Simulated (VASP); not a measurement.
# Mo (Im-3m) in VASP: further runs

The runs below take Mo through single point, with PBE.

Everything below comes from runs of VASP 6.6.1. Logs are shortened: lines on timing, memory, paths and dates and some standing lists are left out, and cuts for length are marked.

### 1 The cell of the first run

Symmetry: Im-3m, No. 229, cubic system. Conventional cell: a = 3.163 Å, b = 3.163 Å, c = 3.163 Å, α = 90.00°, β = 90.00°, γ = 90.00°. Mo (site symmetry m-3m) has 14 Mo at 2.74 to 3.16 Å within 3.6 Å.

### 2 Single point, PBE

File INCAR:

```
PREC = Accurate
ENCUT = 520
EDIFF = 1E-6
ISMEAR = -1
SIGMA = 1.0
LREAL = F
LASPH = T
NELM = 100
ALGO = Normal
ISIF = 2
LWAVE = F
LCHARG = T
GGA = PE
LELF = T
LVHAR = T
NBANDS = 13
```

File KPOINTS:

```
regular mesh
0
Gamma
  14 14 14
```

File POSCAR:

```
Mo
1.0
   -1.5813793950      1.5813793950      1.5813793950
    1.5813793950     -1.5813793950      1.5813793950
    1.5813793950      1.5813793950     -1.5813793950
Mo
1
Direct
    0.0000000000      0.0000000000      0.0000000000
```

Potentials or basis: VASP PAW PBE potentials, release 64 (Mo_sv).

Launch:

```console
> cat potpaw_PBE.64/Mo_sv/POTCAR > POTCAR
> mpirun -np 1 vasp_std > vasp.out
```

OUTCAR:

```text
PREC = Accurate
   ENCUT = 520
   EDIFF = 1E-6
   ISMEAR = -1
   LREAL = F
   LASPH = T
   NELM = 100
   ISIF = 2
   GGA = PE

 ion  position               nearest neighbor table
   1  0.000  0.000  0.000-

  LATTYP: Found a body centered cubic cell.
 ALAT       =     3.1627587900

  Lattice vectors:

 A1 = (  -1.5813793950,   1.5813793950,   1.5813793950)
 A2 = (   1.5813793950,  -1.5813793950,   1.5813793950)
 A3 = (   1.5813793950,   1.5813793950,  -1.5813793950)

Analysis of symmetry for initial positions (statically):
=====================================================================
 Subroutine PRICEL returns:
 Original cell was already a primitive cell.

 Routine SETGRP: Setting up the symmetry group for a
 body centered cubic supercell.

 Subroutine GETGRP returns: Found 48 space group operations
 (whereof 48 operations were pure point group operations)
 out of a pool of 48 trial point group operations.

The static configuration has the point symmetry O_h .

Analysis of symmetry for dynamics (positions and initial velocities):
=====================================================================
 Subroutine PRICEL returns:
 Original cell was already a primitive cell.

 Routine SETGRP: Setting up the symmetry group for a
 body centered cubic supercell.

 Subroutine GETGRP returns: Found 48 space group operations
 (whereof 48 operations were pure point group operations)
 out of a pool of 48 trial point group operations.

The dynamic configuration has the point symmetry O_h .

 Subroutine INISYM returns: Found 48 space group operations
 (whereof 48 operations are pure point group operations),
 and found     1 'primitive' translations

----------------------------------------------------------------------------------------

                                     Primitive cell

  volume of cell :      15.8186

  direct lattice vectors                    reciprocal lattice vectors
    -1.581379395  1.581379395  1.581379395     0.000000000  0.316179660  0.316179660
     1.581379395 -1.581379395  1.581379395     0.316179660  0.000000000  0.316179660
     1.581379395  1.581379395 -1.581379395     0.316179660  0.316179660  0.000000000

  length of vectors
     2.739029458  2.739029458  2.739029458     0.447145564  0.447145564  0.447145564

  position of ions in fractional coordinates (direct lattice)
     0.000000000  0.000000000  0.000000000

  ion indices of the primitive-cell ions
   primitive index   ion index
                 1           1

[... 77 lines left out ...]
   ISIF   =      2    stress and relaxation
   ISYM   =      2    0-nonsym 1-usesym 2-fastsym
   POTIM  = 0.5000    time-step for ionic-motion
   TEBEG  =    0.0;   TEEND  =   0.0 temperature during run
   PSTRESS=    0.0 pullay stress
   NELECT =      14.0000    total number of electrons
   NUPDOWN=      -1.0000    fix difference up-down
   EMIN   =  10.00;   EMAX   =-10.00  energy-range for DOS
   EFERMI =   0.00;   METHOD = LEGACY
   ISMEAR =    -1;   SIGMA  =   1.00  broadening in eV -4-tet -1-fermi 0-gaus
   EFERMI_NEDOS =   21; number of points for ismear=-14 and -15
   IALGO  =     38    algorithm
   IMIX   =      4    mixing-type and parameters
     AMIX     =   0.40;   BMIX     =  1.00
     AMIX_MAG =   1.60;   BMIX_MAG =  1.00
  volume/ion in A,a.u.               =      15.82       106.75
  Fermi-wavevector in a.u.,A,eV,Ry     =   1.571791  2.970254 33.613555  2.470527
  Thomas-Fermi vector in A             =   2.673322
   LORBIT       =      0    0 simple, 1 ext, 2 COOP (PROOUT), +10 PAW based schemes
   GGA     = PE    functional components
   LHFCALC =     F    Hartree Fock is set to
   AEXX    =    0.0000 exact exchange contribution
   IVDW    =     0    specifies the selected vdW correction
   LEPSILON=     F    determine dielectric tensor
   LRPA    =     F    only Hartree local field effects (RPA)
 non-spin polarized calculation
  energy-cutoff  :      520.00
  volume of cell :       15.82
 maximum number of plane-waves:       438
   NGX = 11   NGY = 11   NGZ = 11

 number of electron      14.0000004 magnetization

 Free energy of the ion-electron system (eV)
  ---------------------------------------------------
  ext. energy  EPLUGINS =         0.00000000
  ---------------------------------------------------
  free energy    TOTEN  =       -12.48401568 eV

  energy without entropy =       -9.10019139  energy(sigma->0) =      -10.79210354

 E-fermi :  12.3787     XC(G=0): -13.2844

 val. band max:       12.3400339600   @ k =  -0.4286   0.4286   0.0714
 cond. band min:      12.4114853819   @ k =  -0.2857   0.2857   0.2857
 fundamental gap:      0.0714514219
 Fermi energy:        12.3786943569

 k-point     1 :       0.0000    0.0000    0.0000
  band No.  band energies     occupation
      1     -48.5437      2.00000
      2     -21.8640      2.00000
      3     -21.8640      2.00000
      4     -21.8640      2.00000
      5       5.2161      1.99845
      6      11.2183      1.52281
      7      11.2183      1.52281
      8      11.2183      1.52281
      9      14.2186      0.27412
     10      14.2186      0.27412
     11      27.1982      0.00000
     12      27.1982      0.00000
     13      27.1982      0.00000
[... 354 lines left out ...]
  band No.  band energies     occupation
      1     -48.2564      2.00000
      2     -22.9187      2.00000
      3     -22.7080      2.00000
      4     -22.0355      2.00000
      5       8.6909      1.95117
      6       9.8646      1.85025
      7      10.5969      1.71184
      8      14.4459      0.22464
      9      14.9324      0.14436
     10      21.8042      0.00016
     11      22.5344      0.00008
     12      23.9009      0.00002
     13      29.5571      0.00000

 [... further k-points ...]

------------------------ aborting loop because EDIFF is reached ----------------------------------------

  FORCE on cell =-STRESS in cart. coord.  units (eV):
  Direction    XX          YY          ZZ          XY          YZ          ZX
  --------------------------------------------------------------------------------------
  -------------------------------------------------------------------------------------
  Total        2.0553687      2.0553687      2.0553687     -0.0000000     -0.0000000      0.0000000
  in kB      208.1766880    208.1766880    208.1766880     -0.0000000     -0.0000000      0.0000000
  external PRESSURE =     208.1766880 kB  Pullay stress =       0.0000000 kB

 VOLUME and BASIS-vectors are now :
 -----------------------------------------------------------------------------
  energy-cutoff  :      520.00
  volume of cell :       15.82
      direct lattice vectors                 reciprocal lattice vectors
    -1.581379395  1.581379395  1.581379395     0.000000000  0.316179660  0.316179660
     1.581379395 -1.581379395  1.581379395     0.316179660  0.000000000  0.316179660
     1.581379395  1.581379395 -1.581379395     0.316179660  0.316179660  0.000000000

 POSITION                                       TOTAL-FORCE (eV/Angst)
 -----------------------------------------------------------------------------------
      0.00000      0.00000      0.00000         0.000000     -0.000000      0.000000
 -----------------------------------------------------------------------------------
    total drift:                                0.000000     -0.000000      0.000000

  FREE ENERGIE OF THE ION-ELECTRON SYSTEM (eV)
  ---------------------------------------------------
  free  energy   TOTEN  =       -12.4840156816 eV

  energy  without entropy=       -9.1001913907  energy(sigma->0) =      -10.79210354
```

OSZICAR:

```text
N       E                     dE             d eps       ncg     rms          rms(c)
DAV:   1     0.908351379722E+02    0.90835E+02   -0.79270E+03  2712   0.110E+03
DAV:   2    -0.118029639796E+02   -0.10264E+03   -0.98914E+02  3119   0.310E+02
DAV:   3    -0.129682885245E+02   -0.11653E+01   -0.11620E+01  3024   0.328E+01
DAV:   4    -0.129709084669E+02   -0.26199E-02   -0.26199E-02  3054   0.190E+00
DAV:   5    -0.129709246934E+02   -0.16226E-04   -0.16228E-04  3034   0.135E-01    0.141E+01
DAV:   6    -0.125411594550E+02    0.42977E+00   -0.56282E-01  2779   0.895E+00    0.479E+00
DAV:   7    -0.124865300979E+02    0.54629E-01   -0.10836E-01  2974   0.371E+00    0.734E-01
DAV:   8    -0.124839601557E+02    0.25699E-02   -0.43381E-03  2794   0.842E-01    0.533E-02
DAV:   9    -0.124840040567E+02   -0.43901E-04   -0.42170E-05  3174   0.787E-02    0.474E-02
DAV:  10    -0.124840155527E+02   -0.11496E-04   -0.10240E-05  2814   0.369E-02    0.207E-03
DAV:  11    -0.124840156816E+02   -0.12885E-06   -0.72777E-08  1562   0.337E-03
   1 F= -.12484016E+02 E0= -.10792104E+02  d E =-.338382E+01
```

Run time: 10 s. Hardware: 1 thread of Intel Xeon 6975P-C, shared host; peak memory 0.14 GiB.

Results:

```yaml
Free_energy: -12.4840 eV
Pressure: 20.8 GPa
Band_gap_on_the_k_mesh: zero (band 7 reaches 16.54 eV, above the bottom of band 8 at 11.22 eV)
```

### 3 Single point, PBE

File INCAR:

```
SYSTEM = Mo
ALGO = Normal
EDIFF = 1E-7
ENCUT = 520
GGA = PE
ISIF = 2
ISMEAR = 0
LASPH = .True.
LCHARG = .False.
LREAL = .False.
LWAVE = .False.
NBANDS = 13
NELM = 100
PREC = Accurate
SIGMA = 0.01
```

File KPOINTS:

```
k-points
0
Gamma
  14 14 14
  0 0 0
```

POSCAR is that of step 2.

Potentials or basis: VASP PAW PBE potentials, release 64 (Mo_sv).

Launch:

```console
> cat potpaw_PBE.64/Mo_sv/POTCAR > POTCAR
> mpirun -np 1 vasp_std > vasp.out
```

OUTCAR:

```text
SYSTEM = Mo
   EDIFF = 1E-7
   ENCUT = 520
   GGA = PE
   ISIF = 2
   ISMEAR = 0
   LASPH = .True.
   LREAL = .False.
   NELM = 100
   PREC = Accurate

 ion  position               nearest neighbor table
   1  0.000  0.000  0.000-

  LATTYP: Found a body centered cubic cell.
 ALAT       =     3.1627587900

  Lattice vectors:

 A1 = (  -1.5813793950,   1.5813793950,   1.5813793950)
 A2 = (   1.5813793950,  -1.5813793950,   1.5813793950)
[... 561 lines left out ...]
     11      22.4415      0.00000
     12      23.7693      0.00000
     13      29.5120      0.00000

 [... further k-points ...]

------------------------ aborting loop because EDIFF is reached ----------------------------------------

  FORCE on cell =-STRESS in cart. coord.  units (eV):
  Direction    XX          YY          ZZ          XY          YZ          ZX
  --------------------------------------------------------------------------------------
  -------------------------------------------------------------------------------------
  Total        0.0716490      0.0716490      0.0716490     -0.0000000      0.0000000     -0.0000000
  in kB        7.2569193      7.2569193      7.2569193     -0.0000000      0.0000000     -0.0000000
  external PRESSURE =       7.2569193 kB  Pullay stress =       0.0000000 kB

 VOLUME and BASIS-vectors are now :
 -----------------------------------------------------------------------------
  energy-cutoff  :      520.00
  volume of cell :       15.82
      direct lattice vectors                 reciprocal lattice vectors
    -1.581379395  1.581379395  1.581379395     0.000000000  0.316179660  0.316179660
     1.581379395 -1.581379395  1.581379395     0.316179660  0.000000000  0.316179660
     1.581379395  1.581379395 -1.581379395     0.316179660  0.316179660  0.000000000

 POSITION                                       TOTAL-FORCE (eV/Angst)
 -----------------------------------------------------------------------------------
      0.00000      0.00000      0.00000         0.000000      0.000000      0.000000
 -----------------------------------------------------------------------------------
    total drift:                                0.000000     -0.000000      0.000000

  FREE ENERGIE OF THE ION-ELECTRON SYSTEM (eV)
  ---------------------------------------------------
  free  energy   TOTEN  =       -10.9214674857 eV

  energy  without entropy=      -10.9214119160  energy(sigma->0) =      -10.92143970
```

OSZICAR:

```text
N       E                     dE             d eps       ncg     rms          rms(c)
DAV:   1     0.918521238302E+02    0.91852E+02   -0.79270E+03  2712   0.110E+03
DAV:   2    -0.104284131634E+02   -0.10228E+03   -0.98886E+02  3119   0.310E+02
DAV:   3    -0.115924384357E+02   -0.11640E+01   -0.11601E+01  3024   0.328E+01
DAV:   4    -0.115950341930E+02   -0.25958E-02   -0.25957E-02  3054   0.190E+00
DAV:   5    -0.115950503374E+02   -0.16144E-04   -0.16146E-04  3034   0.135E-01    0.143E+01
DAV:   6    -0.110088744959E+02    0.58618E+00   -0.73054E-01  2774   0.105E+01    0.384E+00
DAV:   7    -0.109254772677E+02    0.83397E-01   -0.15101E-01  2964   0.454E+00    0.999E-01
DAV:   8    -0.109213853662E+02    0.40919E-02   -0.41393E-03  2839   0.820E-01    0.211E-01
DAV:   9    -0.109214557651E+02   -0.70399E-04   -0.10439E-04  3109   0.125E-01    0.872E-02
DAV:  10    -0.109214674927E+02   -0.11728E-04   -0.13008E-05  2824   0.421E-02    0.919E-03
DAV:  11    -0.109214676928E+02   -0.20009E-06   -0.14580E-07  2755   0.403E-03    0.211E-03
DAV:  12    -0.109214674738E+02    0.21907E-06   -0.10313E-08  1442   0.124E-03    0.103E-04
DAV:  13    -0.109214674857E+02   -0.11964E-07   -0.75502E-10  1377   0.338E-04
   1 F= -.10921467E+02 E0= -.10921440E+02  d E =-.555697E-04
```

stdout:

```text
POSCAR found type information on POSCAR Mo
 POSCAR found :  1 types and       1 ions
 scaLAPACK will be used
 LDA part: xc-table for (Slater+PW92), standard interpolation
 POSCAR, INCAR and KPOINTS ok, starting setup
 FFT: planning ... GRIDC
 FFT: planning ... GRID_SOFT
 FFT: planning ... GRID
 WAVECAR not read
 entering main loop
```

Run time: 11 s. Hardware: 1 thread of Intel Xeon 6975P-C, shared host; peak memory 0.14 GiB.

Results:

- Free energy: -10.9215 eV
- Pressure: 0.7 GPa
- Band gap on the k mesh: zero (band 7 reaches 16.30 eV, above the bottom of band 8 at 11.05 eV)

### 4 Single point, PBE

File INCAR:

```
ALGO = Normal ; EDIFF = 1E-7
ENCUT = 520 ; GGA = PE
ISIF = 2 ; ISMEAR = 0
LASPH = T ; LCHARG = F
LREAL = F ; LWAVE = F
NBANDS = 13 ; NELM = 100
PREC = Accurate ; SIGMA = 0.03
```

File KPOINTS:

```
k-points
0
Gamma
  14 14 14
```

POSCAR is that of step 3.

Launch:

```console
> cat potpaw_PBE.64/Mo_sv/POTCAR > POTCAR
> mpirun -np 1 vasp_std > vasp.out
```

Run time: 13 s. Hardware: 1 thread of Intel Xeon 6975P-C, shared host; peak memory 0.14 GiB.

It converged, with:

```yaml
Free_energy: -10.9217 eV
Pressure: 0.7 GPa
Band_gap_on_the_k_mesh: zero (band 7 reaches 16.30 eV, above the bottom of band 8 at 11.05 eV)
```

Levels at points of the mesh, in eV from the Fermi level:
```
           k point  band 4  band 5  band 6  band 7  band 8  band 9  band 10  band 11
(0.00, 0.00, 0.00)  -34.64   -7.24   -1.40   -1.40   -1.40    1.59     1.59    14.77
(0.50, 0.00, 0.00)  -34.65   -5.30   -3.40    1.54    1.61    2.22     4.60    11.41
(0.50, 0.50, 0.50)  -35.57   -5.40   -5.40    3.85    3.85    3.85     8.93     8.93
```

### 5 Single point, PBE

File INCAR:

```
SYSTEM = Mo
ALGO = Normal
EDIFF = 1E-7
ENCUT = 520
GGA = PE
ISIF = 2
ISMEAR = 0
LASPH = .TRUE.
LCHARG = .TRUE.
LELF = .TRUE.
LREAL = .FALSE.
LVHAR = .TRUE.
LWAVE = .FALSE.
NBANDS = 13
NELM = 100
PREC = Accurate
SIGMA = 0.1
```

File KPOINTS:

```
k-points
0
G
  14 14 14
  0 0 0
```

POSCAR is that of step 4.

Launch:

```console
> cat potpaw_PBE.64/Mo_sv/POTCAR > POTCAR
> mpirun -np 1 vasp_std > vasp.out
```

Run time: 13 s. Hardware: 1 thread of Intel Xeon 6975P-C, shared host; peak memory 0.14 GiB.

It converged, with:

```
Free energy            : -10.9247 eV
Pressure               : 0.6 GPa
Band gap on the k mesh : zero (band 7 reaches 16.30 eV, above the bottom of band 8 at 11.05 eV)
```

Levels at points of the mesh, in eV from the Fermi level:
```csv
k point,band 4,band 5,band 6,band 7,band 8,band 9,band 10,band 11
"(0.00, 0.00, 0.00)",-34.63,-7.24,-1.39,-1.39,-1.39,1.59,1.59,14.77
"(0.50, 0.00, 0.00)",-34.64,-5.30,-3.40,1.54,1.61,2.23,4.60,11.41
"(0.50, 0.50, 0.50)",-35.56,-5.39,-5.39,3.86,3.86,3.86,8.93,8.93
```

### 6 The runs side by side

```tsv
smearing	gap on the mesh (eV)	pressure (GPa)
fermi-dirac 1 eV	none	20.8
gaussian 0.01 eV	none	0.7
gaussian 0.03 eV	none	0.7
gaussian 0.1 eV	none	0.6
```

Alike in all rows: task single point; level PBE; potentials or basis VASP PAW PBE potentials, release 64 (Mo_sv); no spin polarisation; cell as given; k mesh 14 × 14 × 14; cutoff (eV) 520.

Every run on the cell as given and a fine mesh finds a metal.

Absolute energies hang on the potentials; compare differences alone.
